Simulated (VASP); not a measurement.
# MgO (Cmcm) in VASP: notebook

Runs on MgO. Level: PBEsol. Tasks: single point.

Everything below comes from runs of VASP 6.6.1. Logs are shortened: lines on timing, memory, paths and dates and some standing lists are left out, and cuts for length are marked.

### Step 1. The cell of the first run

It takes space group Cmcm (No. 63, orthorhombic). Conventional cell: a = 3.576 Å, b = 6.194 Å, c = 3.999 Å, α = 90.00°, β = 90.00°, γ = 90.00°. Mg (site symmetry m2m) has 5 O at 2.01 to 2.08 Å within 2.7 Å. Within 2.7 Å of O (site symmetry m2m) lie 5 Mg at 2.01 to 2.08 Å.

### Step 2. Single point, PBEsol (mode 5 frozen in at -0.122 Å, strain +e along z and -e/2 along x and y -0.0467)

Input file INCAR:

```
SYSTEM = MgO
ALGO = Normal
EDIFF = 1E-6
ENCUT = 520
GGA = PS
ISIF = 2
ISMEAR = 0
LASPH = .True.
LCHARG = .False.
LREAL = .False.
LWAVE = .False.
NBANDS = 16
NELM = 100
PREC = Accurate
SIGMA = 0.05
```

Input file KPOINTS:

```
k-points
0
Gamma
  9 9 6
  0 0 0
```

Input file POSCAR:

```
MgO
1.0
    3.5763691814      0.0000000000      0.0000000000
   -1.7881845907      3.0972265644      0.0000000000
    0.0000000000      0.0000000000      3.9988201221
Mg O
2 2
Direct
    0.6465117478      0.2930234957      0.7500000000
    0.3534882522      0.7069765043      0.2500000000
    0.6815065062      0.3630130124      0.2500000000
    0.3184934938      0.6369869876      0.7500000000
```

Potentials or basis: VASP PAW PBE potentials, release 64 (Mg, O).

Started as:

```console
> cat potpaw_PBE.64/Mg/POTCAR potpaw_PBE.64/O/POTCAR > POTCAR
> mpirun -np 1 vasp_std > vasp.out
```

OUTCAR:

```text
SYSTEM = MgO
   EDIFF = 1E-6
   ENCUT = 520
   GGA = PS
   ISIF = 2
   ISMEAR = 0
   LASPH = .True.
   LREAL = .False.
   NELM = 100
   PREC = Accurate

 ion  position               nearest neighbor table
   1  0.647  0.293  0.750-   3 2.01   3 2.01   4 2.03   4 2.08   4 2.08   2 2.70   2 2.70   2 2.97
                             2 2.97   2 2.97   2 2.97
   2  0.353  0.707  0.250-   4 2.01   4 2.01   3 2.03   3 2.08   3 2.08   1 2.70   1 2.70   1 2.97
                             1 2.97   1 2.97   1 2.97
   3  0.682  0.363  0.250-   1 2.01   1 2.01   2 2.03   2 2.08   2 2.08
   4  0.318  0.637  0.750-   2 2.01   2 2.01   1 2.03   1 2.08   1 2.08

  LATTYP: Found a hexagonal cell.
 ALAT       =     3.5763691814
 C/A-ratio  =     1.1181228557

  Lattice vectors:

 A1 = (   3.5763691814,   0.0000000000,   0.0000000000)
 A2 = (  -1.7881845907,   3.0972265644,   0.0000000000)
 A3 = (   0.0000000000,   0.0000000000,   3.9988201221)

Analysis of symmetry for initial positions (statically):
=====================================================================
 Subroutine PRICEL returns:
 Original cell was already a primitive cell.

 Routine SETGRP: Setting up the symmetry group for a
 hexagonal supercell.

 Subroutine GETGRP returns: Found  8 space group operations
 (whereof  4 operations were pure point group operations)
 out of a pool of 24 trial point group operations.

The static configuration has the point symmetry C_2h.
 The point group associated with its full space group is D_2h.

Analysis of symmetry for dynamics (positions and initial velocities):
=====================================================================
 Subroutine PRICEL returns:
 Original cell was already a primitive cell.

 Routine SETGRP: Setting up the symmetry group for a
 hexagonal supercell.

 Subroutine GETGRP returns: Found  8 space group operations
 (whereof  4 operations were pure point group operations)
 out of a pool of 24 trial point group operations.

The dynamic configuration has the point symmetry C_2h.
 The point group associated with its full space group is D_2h.

 Subroutine INISYM returns: Found  8 space group operations
 (whereof  4 operations are pure point group operations),
 and found     1 'primitive' translations

----------------------------------------------------------------------------------------

                                     Primitive cell

  volume of cell :      44.2942

  direct lattice vectors                    reciprocal lattice vectors
     3.576369181  0.000000000  0.000000000     0.279613191  0.161434751  0.000000000
    -1.788184591  3.097226564  0.000000000     0.000000000  0.322869503  0.000000000
     0.000000000  0.000000000  3.998820122     0.000000000  0.000000000  0.250073764

  length of vectors
     3.576369181  3.576369181  3.998820122     0.322869503  0.322869503  0.250073764

  position of ions in fractional coordinates (direct lattice)
     0.646511748  0.293023496  0.750000000
     0.353488252  0.706976504  0.250000000
     0.681506506  0.363013012  0.250000000
     0.318493494  0.636986988  0.750000000

  ion indices of the primitive-cell ions
   primitive index   ion index
                 1           1
                 2           2
                 3           3
                 4           4

----------------------------------------------------------------------------------------

 KPOINTS: k-points

Automatic generation of k-mesh.
 Grid dimensions read from file:
 generate k-points for:    9    9    6

 Generating k-lattice:

  Cartesian coordinates                     Fractional coordinates (reciprocal lattice)
     0.031068132  0.017937195  0.000000000     0.111111111 -0.000000000  0.000000000
     0.000000000  0.035874389  0.000000000     0.000000000  0.111111111  0.000000000
     0.000000000  0.000000000  0.041678961     0.000000000  0.000000000  0.166666667

  Length of vectors
     0.035874389  0.035874389  0.041678961

  Shift w.r.t. Gamma in fractional coordinates (k-lattice)
     0.000000000  0.000000000  0.000000000

 Subroutine IBZKPT returns following result:
 ===========================================

 Found    100 irreducible k-points:

 Following reciprocal coordinates:
            Coordinates               Weight
  0.000000  0.000000  0.000000      1.000000
  0.111111 -0.000000  0.000000      4.000000
  0.000000  0.111111  0.000000      2.000000
  0.222222  0.000000  0.000000      4.000000
  0.000000  0.222222  0.000000      2.000000
  0.333333  0.000000  0.000000      4.000000
[... 16 lines left out ...]
 -0.222222 -0.444444  0.000000      4.000000
  0.444444  0.333333  0.000000      4.000000
 [... further k-points ...]
   k-points           NKPTS =    100   k-points in BZ     NKDIM =    100   number of bands    NBANDS=     16
   number of dos      NEDOS =    301   number of ions     NIONS =      4
   total plane-waves  NPLWV =  23520
   dimension x,y,z NGX =    28 NGY =   28 NGZ =   30
   dimension x,y,z NGXF=    56 NGYF=   56 NGZF=   60
   ions per type =               2   2
   NGX,Y,Z   is equivalent  to a cutoff of  13.02, 13.02, 12.47 a.u.
   NGXF,Y,Z  is equivalent  to a cutoff of  26.03, 26.03, 24.94 a.u.
 SYSTEM =  MgO
   PREC   = accura    normal or accurate (medium, high low for compatibility)
   ISTART =      0    job   : 0-new  1-cont  2-samecut
   ICHARG =      2    charge: 1-file 2-atom 10-const
   ISPIN  =      1    spin polarized calculation?
   LNONCOLLINEAR =      F non collinear calculations
   LSORBIT =      F    spin-orbit coupling
   LASPH  =      T    aspherical Exc in radial PAW
   ENCUT  =  520.0 eV  38.22 Ry    6.18 a.u.   6.65  6.65  7.44*2*pi/ulx,y,z
   NELM   =    100;   NELMIN=  2; NELMDL= -5     # of ELM steps
   EDIFF  = 0.1E-05   stopping-criterion for ELM
   LREAL  =      F    real-space projection
   EDIFFG = 0.1E-04   stopping-criterion for IOM
   NSW    =      0    number of steps for IOM
   IBRION =     -1    ionic relax: 0-MD 1-quasi-New 2-CG
   NFREE  =      0    steps in history (QN), initial steepest desc. (CG)
   ISIF   =      2    stress and relaxation
   ISYM   =      2    0-nonsym 1-usesym 2-fastsym
   POTIM  = 0.5000    time-step for ionic-motion
   TEBEG  =    0.0;   TEEND  =   0.0 temperature during run
   PSTRESS=    0.0 pullay stress
   NELECT =      16.0000    total number of electrons
   NUPDOWN=      -1.0000    fix difference up-down
   EMIN   =  10.00;   EMAX   =-10.00  energy-range for DOS
   EFERMI =   0.00;   METHOD = LEGACY
   ISMEAR =     0;   SIGMA  =   0.05  broadening in eV -4-tet -1-fermi 0-gaus
   EFERMI_NEDOS =   21; number of points for ismear=-14 and -15
   IALGO  =     38    algorithm
   IMIX   =      4    mixing-type and parameters
     AMIX     =   0.40;   BMIX     =  1.00
     AMIX_MAG =   1.60;   BMIX_MAG =  1.00
  volume/ion in A,a.u.               =      11.07        74.73
  Fermi-wavevector in a.u.,A,eV,Ry     =   1.165912  2.203254 18.495090  1.359351
  Thomas-Fermi vector in A             =   2.302432
   LORBIT       =      0    0 simple, 1 ext, 2 COOP (PROOUT), +10 PAW based schemes
   GGA     = PS    functional components
   LHFCALC =     F    Hartree Fock is set to
   AEXX    =    0.0000 exact exchange contribution
   IVDW    =     0    specifies the selected vdW correction
   LEPSILON=     F    determine dielectric tensor
   LRPA    =     F    only Hartree local field effects (RPA)
 non-spin polarized calculation
 Gauss-broadening in eV      SIGMA  =   0.05
  energy-cutoff  :      520.00
  volume of cell :       44.29
 maximum number of plane-waves:      1226
   NGX = 13   NGY = 13   NGZ = 15

 number of electron      15.9999994 magnetization

 Free energy of the ion-electron system (eV)
  ---------------------------------------------------
  ext. energy  EPLUGINS =         0.00000000
  ---------------------------------------------------
  free energy    TOTEN  =       -24.49224077 eV

  energy without entropy =      -24.49224077  energy(sigma->0) =      -24.49224077

 E-fermi :   2.0120     XC(G=0): -10.2618

 val. band max:        1.7586738276   @ k =   0.0000   0.0000   0.0000
 cond. band min:       5.0146609307   @ k =   0.0000   0.0000   0.0000
 fundamental gap:      3.2559871031
 Fermi energy:         2.0120131354

 k-point     1 :       0.0000    0.0000    0.0000
  band No.  band energies     occupation
      1     -15.0304      2.00000
      2     -13.5003      2.00000
      3      -1.6674      2.00000
      4      -0.0980      2.00000
      5       0.0588      2.00000
      6       0.8280      2.00000
[... 8 lines left out ...]
     15      17.2145      0.00000
     16      17.5724      0.00000

 k-point     2 :       0.1111   -0.0000    0.0000
  band No.  band energies     occupation
      1     -14.9707      2.00000
      2     -13.5227      2.00000
      3      -1.5769      2.00000
      4      -0.2415      2.00000
      5      -0.0640      2.00000
      6       0.7560      2.00000
[... 8 lines left out ...]
     15      16.3595      0.00000
     16      17.2363      0.00000

 k-point     3 :       0.0000    0.1111    0.0000
  band No.  band energies     occupation
      1     -14.9753      2.00000
      2     -13.5142      2.00000
      3      -1.5867      2.00000
      4      -0.1777      2.00000
      5      -0.1760      2.00000
      6       0.6032      2.00000
[... 8 lines left out ...]
     15      16.8820      0.00000
     16      17.2222      0.00000

 k-point     4 :       0.2222    0.0000    0.0000
  band No.  band energies     occupation
      1     -14.8033      2.00000
      2     -13.5939      2.00000
      3      -1.3156      2.00000
      4      -0.6740      2.00000
      5      -0.3129      2.00000
      6       0.4073      2.00000
[... 8 lines left out ...]
     15      15.9719      0.00000
     16      16.9175      0.00000
[... 324 lines left out ...]
 k-point    22 :       0.3333    0.2222    0.0000
  band No.  band energies     occupation
      1     -14.2639      2.00000
      2     -13.9045      2.00000
      3      -1.7975      2.00000
      4      -0.5190      2.00000
      5      -0.3735      2.00000
      6      -0.0316      2.00000
[... 8 lines left out ...]
     15      16.5734      0.00000
     16      17.1995      0.00000

 k-point    23 :      -0.2222   -0.4444    0.0000
  band No.  band energies     occupation
      1     -14.3279      2.00000
      2     -13.8279      2.00000
      3      -1.9080      2.00000
      4      -0.5537      2.00000
      5      -0.5096      2.00000
      6       0.0329      2.00000
[... 8 lines left out ...]
     15      16.0854      0.00000
     16      17.6524      0.00000

 k-point    24 :       0.4444    0.3333    0.0000
  band No.  band energies     occupation
      1     -14.2013      2.00000
      2     -13.9752      2.00000
      3      -1.7322      2.00000
      4      -0.4789      2.00000
      5      -0.2380      2.00000
      6      -0.0712      2.00000
[... 8 lines left out ...]
     15      16.5177      0.00000
     16      16.9034      0.00000

 [... further k-points ...]
[... 5 lines left out ...]
  --------------------------------------------------------------------------------------
  -------------------------------------------------------------------------------------
  Total       -0.9485105     -0.9987164      3.3198424      0.0000000      0.0000000      0.0000000
  in kB      -34.3087993    -36.1248099    120.0828172      0.0000000      0.0000000      0.0000000
  external PRESSURE =      16.5497360 kB  Pullay stress =       0.0000000 kB

 VOLUME and BASIS-vectors are now :
 -----------------------------------------------------------------------------
  energy-cutoff  :      520.00
  volume of cell :       44.29
      direct lattice vectors                 reciprocal lattice vectors
     3.576369181  0.000000000  0.000000000     0.279613191  0.161434751  0.000000000
    -1.788184591  3.097226564  0.000000000     0.000000000  0.322869503  0.000000000
     0.000000000  0.000000000  3.998820122     0.000000000  0.000000000  0.250073764

 POSITION                                       TOTAL-FORCE (eV/Angst)
 -----------------------------------------------------------------------------------
      1.78818      0.90756      2.99912         0.000000      1.070508      0.000000
      0.00000      2.18967      0.99971         0.000000     -1.070508     -0.000000
      1.78818      1.12433      0.99971         0.000000     -0.530378      0.000000
      0.00000      1.97289      2.99912         0.000000      0.530378     -0.000000
 -----------------------------------------------------------------------------------
    total drift:                               -0.000000      0.000000     -0.000000

  FREE ENERGIE OF THE ION-ELECTRON SYSTEM (eV)
  ---------------------------------------------------
  free  energy   TOTEN  =       -24.4922407671 eV

  energy  without entropy=      -24.4922407671  energy(sigma->0) =      -24.49224077
```

It took 24 s on 1 thread of Intel Xeon 6975P-C (Granite Rapids), shared host; peak memory 0.2 GiB.

Results:

- Free energy: -24.4922 eV
- Pressure: 1.7 GPa
- Largest force: 1.071 eV/Å
- Band gap on the k mesh: 3.26 eV, direct

Forces on the atoms (eV/Å):
```
Mg   0.000  1.071  0.000
Mg   0.000 -1.071  0.000
O    0.000 -0.530  0.000
O    0.000  0.530  0.000
```

Caveat: the cell differs from its parent crystal (mode 5 frozen in at -0.122 Å, strain +e along z and -e/2 along x and y -0.0467); the PAW data sets were made with another functional, which shifts forces and pressure a little.

### Step 3. Single point, PBEsol (mode 5 frozen in at +0.073 Å, strain +e along z and -e/2 along x and y -0.0467)

Input file INCAR:

```
SYSTEM = MgO
PREC = Accurate ; ENCUT = 520
EDIFF = 1E-6 ; ISMEAR = 0
SIGMA = 0.05 ; LREAL = .False.
LASPH = .True. ; NELM = 100
ALGO = Normal ; ISIF = 2
LWAVE = .False. ; LCHARG = .True.
GGA = PS ; LELF = .True.
LVHAR = .True. ; NBANDS = 16
```

Input file KPOINTS:

```
regular mesh
0
Gamma
  9 9 6
  0 0 0
```

Input file POSCAR:

```
MgO
1.0
    3.5763691814      0.0000000000      0.0000000000
   -1.7881845907      3.0972265644      0.0000000000
    0.0000000000      0.0000000000      3.9988201221
Mg O
2 2
Direct
    0.6787596180      0.3575192359      0.7500000000
    0.3212403820      0.6424807641      0.2500000000
    0.6577627629      0.3155255259      0.2500000000
    0.3422372371      0.6844744741      0.7500000000
```

Potentials or basis: VASP PAW PBE potentials, release 64 (Mg, O).

Started as:

```console
> cat potpaw_PBE.64/Mg/POTCAR potpaw_PBE.64/O/POTCAR > POTCAR
> mpirun -np 1 vasp_std > vasp.out
```

OUTCAR:

```text
SYSTEM = MgO
   PREC = Accurate
   ENCUT = 520
   EDIFF = 1E-6
   ISMEAR = 0
   LREAL = .False.
   LASPH = .True.
   NELM = 100
   ISIF = 2
   GGA = PS

 ion  position               nearest neighbor table
   1  0.679  0.358  0.750-   3 2.00   3 2.00   4 2.06   4 2.06   4 2.08   2 2.82   2 2.82   2 2.82
                             2 2.82   2 2.98   2 2.98
   2  0.321  0.642  0.250-   4 2.00   4 2.00   3 2.06   3 2.06   3 2.08   1 2.82   1 2.82   1 2.82
                             1 2.82   1 2.98   1 2.98
   3  0.658  0.316  0.250-   1 2.00   1 2.00   2 2.06   2 2.06   2 2.08
   4  0.342  0.684  0.750-   2 2.00   2 2.00   1 2.06   1 2.06   1 2.08

[... 660 lines left out ...]
  -------------------------------------------------------------------------------------
  Total       -0.7555104     -1.0485792      3.1869365      0.0000000     -0.0000000      0.0000000
  in kB      -27.3277466    -37.9284110    115.2754450      0.0000000     -0.0000000      0.0000000
  external PRESSURE =      16.6730958 kB  Pullay stress =       0.0000000 kB

 VOLUME and BASIS-vectors are now :
 -----------------------------------------------------------------------------
  energy-cutoff  :      520.00
  volume of cell :       44.29
      direct lattice vectors                 reciprocal lattice vectors
     3.576369181  0.000000000  0.000000000     0.279613191  0.161434751  0.000000000
    -1.788184591  3.097226564  0.000000000     0.000000000  0.322869503  0.000000000
     0.000000000  0.000000000  3.998820122     0.000000000  0.000000000  0.250073764

 POSITION                                       TOTAL-FORCE (eV/Angst)
 -----------------------------------------------------------------------------------
      1.78818      1.10732      2.99912         0.000000     -0.488186     -0.000000
     -0.00000      1.98991      0.99971         0.000000      0.488186      0.000000
      1.78818      0.97725      0.99971         0.000000      0.356951     -0.000000
      0.00000      2.11997      2.99912        -0.000000     -0.356951     -0.000000
 -----------------------------------------------------------------------------------
    total drift:                               -0.000000      0.000000     -0.000000

  FREE ENERGIE OF THE ION-ELECTRON SYSTEM (eV)
  ---------------------------------------------------
  free  energy   TOTEN  =       -24.6118750948 eV

  energy  without entropy=      -24.6118750948  energy(sigma->0) =      -24.61187509
```

OSZICAR:

```text
N       E                     dE             d eps       ncg     rms          rms(c)
DAV:   1     0.610702053507E+02    0.61070E+02   -0.75021E+03  3216   0.887E+02
DAV:   2    -0.243836295588E+02   -0.85454E+02   -0.77866E+02  4504   0.196E+02
DAV:   3    -0.283201141753E+02   -0.39365E+01   -0.39249E+01  3712   0.435E+01
DAV:   4    -0.283365494296E+02   -0.16435E-01   -0.16435E-01  3984   0.326E+00
DAV:   5    -0.283366331378E+02   -0.83708E-04   -0.83708E-04  3648   0.224E-01    0.105E+01
DAV:   6    -0.247385417397E+02    0.35981E+01   -0.91182E+00  3504   0.234E+01    0.351E+00
DAV:   7    -0.246568441978E+02    0.81698E-01   -0.14399E-01  3240   0.307E+00    0.209E+00
DAV:   8    -0.246142900224E+02    0.42554E-01   -0.10113E-01  3696   0.325E+00    0.529E-01
DAV:   9    -0.246113816865E+02    0.29083E-02   -0.93140E-03  3856   0.834E-01    0.112E-01
DAV:  10    -0.246118692819E+02   -0.48760E-03   -0.44170E-04  3264   0.182E-01    0.243E-02
DAV:  11    -0.246118771952E+02   -0.79133E-05   -0.17936E-05  3848   0.334E-02    0.181E-02
DAV:  12    -0.246118760272E+02    0.11680E-05   -0.32804E-06  3312   0.147E-02    0.785E-03
DAV:  13    -0.246118750948E+02    0.93237E-06   -0.29216E-06  3352   0.136E-02
   1 F= -.24611875E+02 E0= -.24611875E+02  d E =-.216456E-17
```

stdout:

```text
POSCAR found type information on POSCAR MgO
 POSCAR found :  2 types and       4 ions
 scaLAPACK will be used
 -----------------------------------------------------------------------------
|                                                                             |
|                                                                             |
|     You enforced a specific xc type in the INCAR file but a different       |
|     I HOPE YOU KNOW WHAT YOU ARE DOING!                                     |
|                                                                             |
 -----------------------------------------------------------------------------

 LDA part: xc-table for (Slater+PW92), standard interpolation
 POSCAR, INCAR and KPOINTS ok, starting setup
 FFT: planning ... GRIDC
 FFT: planning ... GRID_SOFT
 FFT: planning ... GRID
 WAVECAR not read
 entering main loop
```

Run time: 25 s. Hardware: 1 thread of Intel Xeon 6975P-C (Granite Rapids), shared host; peak memory 0.2 GiB.

Results:

| Quantity | Value |
| --- | --- |
| Free energy | -24.6119 eV |
| Pressure | 1.7 GPa |
| Largest force | 0.488 eV/Å |
| Band gap on the k mesh | 3.32 eV, direct |

Forces on the atoms (eV/Å):
```
Mg   0.000 -0.488  0.000
Mg   0.000  0.488  0.000
O    0.000  0.357  0.000
O    0.000 -0.357  0.000
```

Caveat: the cell differs from its parent crystal (mode 5 frozen in at +0.073 Å, strain +e along z and -e/2 along x and y -0.0467); the PAW data sets were made with another functional, which shifts forces and pressure a little.

(Continued in part 2 of 2.)
